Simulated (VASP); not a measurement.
MnO2, 3 atoms in the cell. The structure is trigonal, space group R-3m (No. 166). The conventional cell has a = 2.857 Å, b = 2.857 Å, c = 13.752 Å, α = 90.00°, β = 90.00°, γ = 120.00°. Within 2.5 Å of Mn (site symmetry -3m) lie 6 O at 1.90 Å. O (site symmetry 3m) has 3 Mn at 1.90 Å and 3 O at 2.51 Å within 2.6 Å. 

| Quantity | Value |
| --- | --- |
| Program | VASP 6.6.1 |
| Task | single point |
| Functional | r2SCAN |
| Dispersion | D4 |
| Potentials or basis | VASP PAW PBE potentials, release 64 (Mn_pv, O) |
| Cutoff | 660 eV |
| k mesh | 3 × 3 × 3 |
| Occupations | tetrahedron |
| Spin | collinear spin, ferromagnetic start |
| Starting moments | [2.74, 0.0, 0.0] μB |
| Dipole correction | no |
| Further INCAR settings | ALGO = Normal; EDIFF = 1e-06; NBANDS = 24 |

Potentials or basis: VASP PAW PBE potentials, release 64 (Mn_pv, O).

Run with:

```console
$ cat potpaw_PBE.64/Mn_pv/POTCAR potpaw_PBE.64/O/POTCAR > POTCAR
$ cp INCAR.step1 INCAR
$ mpirun -np 1 vasp_std > vasp.out
$ cp INCAR.step2 INCAR
$ mpirun -np 1 vasp_std > vasp.out
```

Hardware: 1 thread of AMD EPYC 9R45 96-Core Processor (Zen 5), with other jobs on the host.

Q: How long does it take, and how much memory?

A: It took 100 s on 1 thread of AMD EPYC 9R45 96-Core Processor (Zen 5), on a shared host, peak memory 0.31 GiB. Counts: k points 6.
